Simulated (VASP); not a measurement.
Wanted: the native input for a VASP 6.6.1 run.

```yaml
Task: single point
Functional: LDA
Potentials_or_basis: VASP PAW LDA potentials, release 64 (Co, P)
Cutoff: 600 eV
k_mesh: 6 × 6 × 5
Occupations: fermi-dirac, width 0.1 eV
Spin: collinear spin, ferromagnetic start
Starting_moments: "[3.0, 3.0, 0.0, 0.0] μB"
Hubbard_terms: Co d U = 1.94 eV
Dipole_correction: no
Further_INCAR_settings: ALGO = Normal; EDIFF = 1e-06; NBANDS = 26
```

The structure of CoP lies in POSCAR:

```
CoP
1.0
    2.6983945700      2.6983945700      0.0000000000
   -2.6983945700      2.6983945700      0.0000000000
    0.0000000000      0.0000000000      5.3967891400
Co P
2 2
Direct
    0.0000000000      0.0000000000      0.0000000000
    0.5000000000      0.5000000000      0.5000000000
    0.5000000000      0.0000000000      0.2500000000
    0.0000000000      0.5000000000      0.7500000000
```

These files were run (other wordings do the same):

INCAR

```
SYSTEM = CoP
ALGO     = Normal         ! electronic algorithm
EDIFF    = 1E-6           ! SCF threshold, eV
ENCUT    = 600            ! plane-wave cutoff, eV
GGA      = CA             ! functional
GGA_COMPAT= .FALSE.      
ISIF     = 2              ! what is computed and relaxed
ISMEAR   = -1             ! smearing method
ISPIN    = 2              ! spin polarisation
LASPH    = .TRUE.         ! aspherical terms in the spheres
LCHARG   = .FALSE.        ! write CHGCAR
LDAU     = .TRUE.         ! DFT+U
LDAUJ    = 0 0          
LDAUL    = 2 -1           ! shell
LDAUPRINT= 1            
LDAUTYPE = 2            
LDAUU    = 1.94 0         ! U, eV
LMAXMIX  = 4              ! l up to which the mixer works
LORBIT   = 11             ! projections on sites
LREAL    = .FALSE.        ! projectors in reciprocal space
LWAVE    = .FALSE.        ! write WAVECAR
MAGMOM   = 3 3 0 0        ! initial moments
NBANDS   = 26             ! bands
NELM     = 200            ! most SCF steps
PREC     = Accurate       ! precision mode
SIGMA    = 0.1            ! smearing width, eV
```

KPOINTS

```
k-points
0
G
  6 6 5
  0 0 0
```

Potentials or basis: VASP PAW LDA potentials, release 64 (Co, P).

The run is started by

```console
$ cat potpaw_LDA.64/Co/POTCAR potpaw_LDA.64/P/POTCAR > POTCAR
$ mpirun -np 1 vasp_std > vasp.out
```

Results of the run:

| Property | Result |
| --- | --- |
| Pressure | -23.4 GPa |
| Net moment | 1.53 μB per cell |
| Site moments | Co +0.87; P -0.07 μB |
| Valence electrons inside the program's atomic spheres | Co 8.15; P 2.39 |

Caveat: the cell stands under tension; the U is typed as a test and isn't derived for this compound.

Run time: 4.1 min on 1 thread of Oxide Virtual Turin-like Processor, on a shared host, peak memory 0.21 GiB.
